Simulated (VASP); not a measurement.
Runs of VASP 6.6.1 on BaH4. The structure is that of space group I4/mmm (No. 139), or close to it. The cells are those of the table. 

| task | cell | k mesh | cutoff (eV) | smearing | gap on the mesh (eV) | pressure (GPa) | relaxed volume (Å³/atom) | largest force (eV/Å) |
| --- | --- | --- | --- | --- | --- | --- | --- | --- |
| relaxation of cell and atoms | relaxed from a = 5.793 Å, angles 139.5, 139.5, 58.6°, 5 atoms | 6 × 6 × 6 | 600 | gaussian 0.1 eV | (b) | 0.0 | 13.05 | - |
| relaxation of cell and atoms | relaxed from a = 4.574 Å, angles 123.2, 123.2, 84.5°, 5 atoms | 10 × 10 × 10 | 600 | gaussian 0.02 eV | (a) | -0.1 | 13.09 | - |
| single point | a = 4.574 Å, angles 123.2, 123.2, 84.5°, 5 atoms | 6 × 6 × 6 | 520 | gaussian 0.1 eV | 2.20 | 0.4 | - | (c) |
| single point | a = 4.573 Å, angles 123.0, 123.0, 84.8°, 5 atoms | 10 × 10 × 10 | 520 | gaussian 0.02 eV | 2.22 | 0.4 | - | 0.02 |

Alike in all rows: level PBE; potentials or basis VASP PAW PBE potentials, release 64 (Ba_sv, H); no spin polarisation.

Task: Fill in the values left out.

Result: (a) 2.24; (b) 2.23; (c) 0.04.

Caveats: spin-orbit coupling is left out, which moves the levels of the heavy elements; the volume moved by over 15 % at a fixed basis, so the end points are rough (some runs).

A k mesh can miss the band edges, and the runs leave out spin-orbit coupling on Ba.
